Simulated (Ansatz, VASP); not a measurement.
## One calculation of TiO2, two programs

```
CELL_PARAMETERS angstrom
4.81270 0.00000 0.00000
0.00000 4.87188 0.00000
-0.86289 0.00000 4.96659
ATOMIC_POSITIONS crystal
Ti 0.27744 0.05281 0.21315
Ti 0.72256 0.55281 0.28685
Ti 0.72256 0.94719 0.78685
Ti 0.27744 0.44719 0.71315
O 0.06384 0.17697 0.85156
O 0.93616 0.67697 0.64844
O 0.93616 0.82303 0.14844
O 0.06384 0.32303 0.35156
O 0.44536 0.75763 0.46677
O 0.55464 0.25763 0.03323
O 0.55464 0.24237 0.53323
O 0.44536 0.74237 0.96677
```

Alike in both runs: functional PBEsol; k mesh 6 × 6 × 6; occupations fermi-dirac, width 0.05 eV; no spin polarisation; Hubbard terms Ti d U = 6.0 eV.

|  | VASP | Ansatz |
| --- | --- | --- |
| version | VASP 6.6.1 | Ansatz 0.2.0 |
| potentials or method | VASP PAW PBE potentials, release 64 (Ti_sv, O) | Ansatz PAW |
| plane-wave cutoff (eV) | 520 | 420 |
| valence electrons in the cell | 96 | 96 |
| task | single point | band structure |

VASP gave:

```
gap on the k mesh at the Fermi level (eV)                     : 2.97
least direct gap on the mesh (eV)                             : 3.04
pressure (GPa)                                                : 10.6
traceless stress, the component that is largest in VASP (GPa) : -1.52
rms of the force components (eV/Å)                            : 0.297
```

Q: Which values does Ansatz return?

A: gap on the k mesh at the Fermi level (eV): 2.98; least direct gap on the mesh (eV): 3.05; pressure (GPa): 2.8; traceless stress, the component that is largest in VASP (GPa): -0.99; rms of the force components (eV/Å): 0.182.

VASP's potentials were made for PBE, not for PBEsol. The programs project onto different local orbitals, so the same U acts differently, and such runs can settle in different states. Atom by atom the forces differ by 0.205 eV/Å (rms over components).
